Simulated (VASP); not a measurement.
# Be (P6_3/mmc) in VASP: a series of runs

Runs on Be. Level: PBE. Tasks: single point.

Everything below comes from runs of VASP 6.6.1. Logs are shortened: lines on timing, memory, paths and dates and some standing lists are left out, and cuts for length are marked.

## Step 1: The cell of the first run

Symmetry: P6_3/mmc, No. 194, hexagonal system. Conventional cell: a = 2.185 Å, b = 2.185 Å, c = 3.781 Å, α = 90.00°, β = 90.00°, γ = 120.00°. Be (site symmetry -6m2) has 12 Be at 2.18 to 2.27 Å within 2.9 Å.

## Step 2: Single point, PBE (strain -0.050 along x and y, +0.050 along z)

The input, INCAR:

```
SYSTEM = Be
ALGO = Fast
EDIFF = 1E-7
ENCUT = 520
GGA = PE
ISIF = 2
ISMEAR = 0
LASPH = .True.
LCHARG = .False.
LREAL = .False.
LWAVE = .False.
NBANDS = 9
NELM = 80
PREC = Accurate
SIGMA = 0.15
```

The input, KPOINTS:

```
k-points
0
Gamma
  24 24 14
  0 0 0
```

The input, POSCAR:

```
Be
1.0
    2.1845268857      0.0000000000      0.0000000000
   -1.0922634429      1.8918557782      0.0000000000
    0.0000000000      0.0000000000      3.7809450000
Be
2
Direct
    0.3333333333      0.6666666667      0.2500000000
    0.6666666667      0.3333333333      0.7500000000
```

Potentials or basis: VASP PAW PBE potentials, release 64 (Be).

The run is started by

```
> cat potpaw_PBE.64/Be/POTCAR > POTCAR
> mpirun -np 1 vasp_std > vasp.out
```

OUTCAR:

```text
SYSTEM = Be
   EDIFF = 1E-7
   ENCUT = 520
   GGA = PE
   ISIF = 2
   ISMEAR = 0
   LASPH = .True.
   LREAL = .False.
   NELM = 80
   PREC = Accurate

 ion  position               nearest neighbor table
   1  0.333  0.667  0.250-   2 2.27   2 2.27   2 2.27   2 2.27   2 2.27   2 2.27
   2  0.667  0.333  0.750-   1 2.27   1 2.27   1 2.27   1 2.27   1 2.27   1 2.27

  LATTYP: Found a hexagonal cell.
 ALAT       =     2.1845268857
 C/A-ratio  =     1.7307843748

  Lattice vectors:

 A1 = (   2.1845268857,   0.0000000000,   0.0000000000)
 A2 = (  -1.0922634429,   1.8918557782,   0.0000000000)
 A3 = (   0.0000000000,   0.0000000000,   3.7809450000)

Analysis of symmetry for initial positions (statically):
=====================================================================
 Subroutine PRICEL returns:
 Original cell was already a primitive cell.

 Routine SETGRP: Setting up the symmetry group for a
 hexagonal supercell.

 Subroutine GETGRP returns: Found 24 space group operations
 (whereof 12 operations were pure point group operations)
 out of a pool of 24 trial point group operations.

The static configuration has the point symmetry D_3d.
 The point group associated with its full space group is D_6h.

Analysis of symmetry for dynamics (positions and initial velocities):
=====================================================================
 Subroutine PRICEL returns:
 Original cell was already a primitive cell.

 Routine SETGRP: Setting up the symmetry group for a
 hexagonal supercell.

 Subroutine GETGRP returns: Found 24 space group operations
 (whereof 12 operations were pure point group operations)
 out of a pool of 24 trial point group operations.

The dynamic configuration has the point symmetry D_3d.
 The point group associated with its full space group is D_6h.

 Subroutine INISYM returns: Found 24 space group operations
 (whereof 12 operations are pure point group operations),
 and found     1 'primitive' translations

----------------------------------------------------------------------------------------

                                     Primitive cell

  volume of cell :      15.6259

  direct lattice vectors                    reciprocal lattice vectors
     2.184526886  0.000000000  0.000000000     0.457765023  0.264290759  0.000000000
    -1.092263443  1.891855778  0.000000000     0.000000000  0.528581518  0.000000000
     0.000000000  0.000000000  3.780945000     0.000000000  0.000000000  0.264484144

  length of vectors
     2.184526886  2.184526886  3.780945000     0.528581518  0.528581518  0.264484144

  position of ions in fractional coordinates (direct lattice)
     0.333333333  0.666666667  0.250000000
     0.666666667  0.333333333  0.750000000

  ion indices of the primitive-cell ions
   primitive index   ion index
                 1           1
                 2           2

----------------------------------------------------------------------------------------

 KPOINTS: k-points

Automatic generation of k-mesh.
 Grid dimensions read from file:
 generate k-points for:   24   24   14

 Generating k-lattice:

  Cartesian coordinates                     Fractional coordinates (reciprocal lattice)
     0.019073543  0.011012115  0.000000000     0.041666667  0.000000000  0.000000000
     0.000000000  0.022024230  0.000000000     0.000000000  0.041666667  0.000000000
     0.000000000  0.000000000  0.018891725     0.000000000  0.000000000  0.071428571

  Length of vectors
     0.022024230  0.022024230  0.018891725

  Shift w.r.t. Gamma in fractional coordinates (k-lattice)
     0.000000000  0.000000000  0.000000000

 Subroutine IBZKPT returns following result:
 ===========================================

 Found    488 irreducible k-points:

 Following reciprocal coordinates:
            Coordinates               Weight
  0.000000  0.000000  0.000000      1.000000
  0.041667  0.000000  0.000000      6.000000
  0.083333  0.000000  0.000000      6.000000
  0.125000  0.000000  0.000000      6.000000
  0.166667  0.000000  0.000000      6.000000
  0.208333  0.000000  0.000000      6.000000
[... 16 lines left out ...]
  0.416667  0.041667  0.000000     12.000000
  0.458333  0.041667  0.000000     12.000000
 [... further k-points ...]
   k-points           NKPTS =    488   k-points in BZ     NKDIM =    488   number of bands    NBANDS=      9
   number of dos      NEDOS =    301   number of ions     NIONS =      2
   total plane-waves  NPLWV =   7168
   dimension x,y,z NGX =    16 NGY =   16 NGZ =   28
   dimension x,y,z NGXF=    32 NGYF=   32 NGZF=   56
   ions per type =               2
   NGX,Y,Z   is equivalent  to a cutoff of  12.18, 12.18, 12.31 a.u.
   NGXF,Y,Z  is equivalent  to a cutoff of  24.35, 24.35, 24.62 a.u.
 SYSTEM =  Be
   PREC   = accura    normal or accurate (medium, high low for compatibility)
   ISTART =      0    job   : 0-new  1-cont  2-samecut
   ICHARG =      2    charge: 1-file 2-atom 10-const
   ISPIN  =      1    spin polarized calculation?
   LNONCOLLINEAR =      F non collinear calculations
   LSORBIT =      F    spin-orbit coupling
   LASPH  =      T    aspherical Exc in radial PAW
   ENCUT  =  520.0 eV  38.22 Ry    6.18 a.u.   4.06  4.06  7.03*2*pi/ulx,y,z
   NELM   =     80;   NELMIN=  2; NELMDL= -5     # of ELM steps
   EDIFF  = 0.1E-06   stopping-criterion for ELM
   LREAL  =      F    real-space projection
   EDIFFG = 0.1E-05   stopping-criterion for IOM
   NSW    =      0    number of steps for IOM
   IBRION =     -1    ionic relax: 0-MD 1-quasi-New 2-CG
   NFREE  =      0    steps in history (QN), initial steepest desc. (CG)
   ISIF   =      2    stress and relaxation
   ISYM   =      2    0-nonsym 1-usesym 2-fastsym
   POTIM  = 0.5000    time-step for ionic-motion
   TEBEG  =    0.0;   TEEND  =   0.0 temperature during run
   PSTRESS=    0.0 pullay stress
   NELECT =       4.0000    total number of electrons
   NUPDOWN=      -1.0000    fix difference up-down
   EMIN   =  10.00;   EMAX   =-10.00  energy-range for DOS
   EFERMI =   0.00;   METHOD = LEGACY
   ISMEAR =     0;   SIGMA  =   0.15  broadening in eV -4-tet -1-fermi 0-gaus
   EFERMI_NEDOS =   21; number of points for ismear=-14 and -15
   IALGO  =     68    algorithm
   IMIX   =      4    mixing-type and parameters
     AMIX     =   0.40;   BMIX     =  1.00
     AMIX_MAG =   1.60;   BMIX_MAG =  1.00
  volume/ion in A,a.u.               =       7.81        52.72
  Fermi-wavevector in a.u.,A,eV,Ry     =   1.039472  1.964318 14.701130  1.080503
  Thomas-Fermi vector in A             =   2.174004
   LORBIT       =      0    0 simple, 1 ext, 2 COOP (PROOUT), +10 PAW based schemes
   GGA     = PE    functional components
   LHFCALC =     F    Hartree Fock is set to
   AEXX    =    0.0000 exact exchange contribution
   IVDW    =     0    specifies the selected vdW correction
   LEPSILON=     F    determine dielectric tensor
   LRPA    =     F    only Hartree local field effects (RPA)
 non-spin polarized calculation
 RMM-DIIS sequential band-by-band and
 Gauss-broadening in eV      SIGMA  =   0.15
  energy-cutoff  :      520.00
  volume of cell :       15.63
 maximum number of plane-waves:       436
   NGX =  9   NGY =  9   NGZ = 15

 number of electron       4.0000000 magnetization

 Free energy of the ion-electron system (eV)
  ---------------------------------------------------
  ext. energy  EPLUGINS =         0.00000000
  ---------------------------------------------------
  free energy    TOTEN  =        -7.43702445 eV

  energy without entropy =       -7.43468304  energy(sigma->0) =       -7.43585375

 E-fermi :   7.1406     XC(G=0): -10.6452

 val. band max:        7.1367385681   @ k =   0.0833   0.0000   0.0714
 cond. band min:       7.1425288406   @ k =   0.2500   0.1667   0.0000
 fundamental gap:      0.0057902725
 Fermi energy:         7.1406097776

 k-point     1 :       0.0000    0.0000    0.0000
  band No.  band energies     occupation
      1      -4.2943      2.00000
      2       1.8343      2.00000
      3       6.7085      1.99995
      4      25.2203      0.00000
      5      25.2203      0.00000
      6      25.6243      0.00000
      7      27.5621      0.00000
      8      27.5621      0.00000
      9      34.0505      0.00000

 k-point     2 :       0.0417    0.0000    0.0000
  band No.  band energies     occupation
      1      -4.2411      2.00000
      2       1.9050      2.00000
      3       6.7305      1.99989
      4      24.7509      0.00000
      5      24.8609      0.00000
      6      25.6242      0.00000
      7      27.4798      0.00000
      8      27.6832      0.00000
      9      34.1132      0.00000

 k-point     3 :       0.0833    0.0000    0.0000
  band No.  band energies     occupation
      1      -4.0813      2.00000
      2       2.1170      2.00000
      3       6.7957      1.99885
      4      23.5033      0.00000
      5      24.0573      0.00000
      6      25.6068      0.00000
      7      27.2456      0.00000
      8      27.7810      0.00000
      9      33.2184      0.00000

 k-point     4 :       0.1250    0.0000    0.0000
  band No.  band energies     occupation
      1      -3.8149      2.00000
      2       2.4701      2.00000
      3       6.9008      1.97621
      4      21.8033      0.00000
      5      23.1171      0.00000
      6      25.5123      0.00000
      7      26.8143      0.00000
      8      27.6215      0.00000
      9      31.5951      0.00000
[... 205 lines left out ...]
 k-point    22 :       0.3750    0.0417    0.0000
  band No.  band energies     occupation
      1       0.4851      2.00000
      2       6.3204      2.00000
      3       8.1425      0.00000
      4      12.7396      0.00000
      5      16.7976      0.00000
      6      17.3717      0.00000
      7      19.3851      0.00000
      8      24.4595      0.00000
      9      28.6998      0.00000

 k-point    23 :       0.4167    0.0417    0.0000
  band No.  band energies     occupation
      1       1.4437      2.00000
      2       5.3900      2.00000
      3       9.4233      0.00000
      4      12.7747      0.00000
      5      15.0473      0.00000
      6      16.5952      0.00000
      7      18.8915      0.00000
      8      24.2431      0.00000
      9      29.0902      0.00000

 k-point    24 :       0.4583    0.0417    0.0000
  band No.  band energies     occupation
      1       2.2743      2.00000
      2       4.5326      2.00000
      3      10.5574      0.00000
      4      12.9365      0.00000
      5      13.6730      0.00000
      6      16.0750      0.00000
      7      18.6691      0.00000
      8      24.1335      0.00000
      9      28.6490      0.00000

 [... further k-points ...]
[... 5 lines left out ...]
  --------------------------------------------------------------------------------------
  -------------------------------------------------------------------------------------
  Total        1.1389740      1.1389740     -1.4857258     -0.0000000      0.0000000      0.0000000
  in kB      116.7827242    116.7827242   -152.3363230     -0.0000000      0.0000000      0.0000000
  external PRESSURE =      27.0763752 kB  Pullay stress =       0.0000000 kB

 VOLUME and BASIS-vectors are now :
 -----------------------------------------------------------------------------
  energy-cutoff  :      520.00
  volume of cell :       15.63
      direct lattice vectors                 reciprocal lattice vectors
     2.184526886  0.000000000  0.000000000     0.457765023  0.264290759  0.000000000
    -1.092263443  1.891855778  0.000000000     0.000000000  0.528581518  0.000000000
     0.000000000  0.000000000  3.780945000     0.000000000  0.000000000  0.264484144

 POSITION                                       TOTAL-FORCE (eV/Angst)
 -----------------------------------------------------------------------------------
     -0.00000      1.26124      0.94524         0.000000      0.000000      0.000000
      1.09226      0.63062      2.83571        -0.000000     -0.000000      0.000000
 -----------------------------------------------------------------------------------
    total drift:                                0.000000     -0.000000      0.000000

  FREE ENERGIE OF THE ION-ELECTRON SYSTEM (eV)
  ---------------------------------------------------
  free  energy   TOTEN  =        -7.4370244454 eV

  energy  without entropy=       -7.4346830446  energy(sigma->0) =       -7.43585375
```

It took 15 s on 1 thread of Intel Xeon 6975P-C (Granite Rapids), shared host; peak memory 0.16 GiB.

What came out:

```
Free energy            : -7.4370 eV
Pressure               : 2.7 GPa
Band gap on the k mesh : zero (band 2 reaches 7.93 eV, above the bottom of band 3 at 6.50 eV)
```

Caveat: the cell differs from its parent crystal (strain -0.050 along x and y, +0.050 along z).

## Step 3: Single point, PBE (strain +0.000 along x and y, -0.050 along z)

The input, INCAR:

```
ALGO = Normal
EDIFF = 1E-7
ENCUT = 520
GGA = PE
ISIF = 2
ISMEAR = 0
LASPH = T
LCHARG = T
LELF = T
LREAL = F
LVHAR = T
LWAVE = F
NBANDS = 9
NELM = 100
PREC = Accurate
SIGMA = 0.15
```

The input, KPOINTS:

```
k-points
0
Gamma
  24 24 14
```

The input, POSCAR:

```
Be
1.0
    2.2995019849      0.0000000000      0.0000000000
   -1.1497509925      1.9914271350      0.0000000000
    0.0000000000      0.0000000000      3.4208550000
Be
2
Direct
    0.3333333333      0.6666666667      0.2500000000
    0.6666666667      0.3333333333      0.7500000000
```

Potentials or basis: VASP PAW PBE potentials, release 64 (Be).

The run is started by

```
> cat potpaw_PBE.64/Be/POTCAR > POTCAR
> mpirun -np 1 vasp_std > vasp.out
```

Wall time 20 s (1 thread of Intel Xeon 6975P-C (Granite Rapids), shared host); peak memory 0.17 GiB.

The run converged. Its results:

- Free energy: -7.4976 eV
- Pressure: 2.4 GPa
- Band gap on the k mesh: zero (band 2 reaches 8.03 eV, above the bottom of band 3 at 5.71 eV)

Stress tensor (GPa, compression positive):
```
-3.69  0.00  0.00
 0.00 -3.69  0.00
 0.00  0.00 14.68
```

Levels at points of the mesh, in eV from the Fermi level:
```
           k point  band 1  band 2  band 3  band 4  band 5  band 6
(0.00, 0.00, 0.00)  -11.25   -3.75    2.29   15.11   15.11   18.28
(0.50, 0.00, 0.00)   -5.08   -3.23    3.95    6.95    7.68    8.71
(0.00, 0.00, 0.50)   -8.91   -8.91   12.68   12.68   17.03   17.03
(0.50, 0.00, 0.50)   -3.58   -3.58    1.60    1.60   11.61   11.61
```

Caveat: the cell differs from its parent crystal (strain +0.000 along x and y, -0.050 along z).
